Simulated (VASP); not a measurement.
A run of VASP 6.6.1:

INCAR

```
SYSTEM = BiSb
PREC     = Accurate       ! precision mode
ENCUT    = 600            ! plane-wave cutoff, eV
EDIFF    = 1E-6           ! SCF threshold, eV
ISMEAR   = -1             ! smearing method
SIGMA    = 0.1            ! smearing width, eV
LREAL    = .False.        ! projectors in reciprocal space
LASPH    = .True.         ! aspherical terms in the spheres
NELM     = 80             ! most SCF steps
ALGO     = Normal         ! electronic algorithm
ISIF     = 3              ! what is computed and relaxed
LWAVE    = .False.        ! write WAVECAR
LCHARG   = .False.        ! write CHGCAR
GGA      = CA             ! functional
IBRION   = 2              ! ionic algorithm
NSW      = 32             ! ionic steps
EDIFFG   = -0.005         ! ionic threshold
PSTRESS  = 310.0
```

File KPOINTS:

```
Automatic mesh
0
Gamma
  12 12 12
  0 0 0
```

File POSCAR:

```
BiSb
1.0
    0.0000000000      2.8545244979      2.8545244979
    2.8545244979      0.0000000000      2.8545244979
    2.8545244979      2.8545244979      0.0000000000
Sb Bi
1 1
Direct
    0.0000000000      0.0000000000      0.0000000000
    0.5000000000      0.5000000000      0.5000000000
```

Potentials or basis: VASP PAW LDA potentials, release 64 (Sb, Bi_d).

Command:

```bash
$ cat potpaw_LDA.64/Sb/POTCAR potpaw_LDA.64/Bi_d/POTCAR > POTCAR
$ mpirun -np 1 vasp_std > vasp.out
```

Hardware: 1 thread of Oxide Virtual Turin-like Processor, with other jobs on the host.

How long does it take, and how much memory?

Wall time 84 s on 1 thread of Oxide Virtual Turin-like Processor (shared host), peak memory 0.18 GiB. Counts: scf iterations 24, k points 72, ion steps 3.
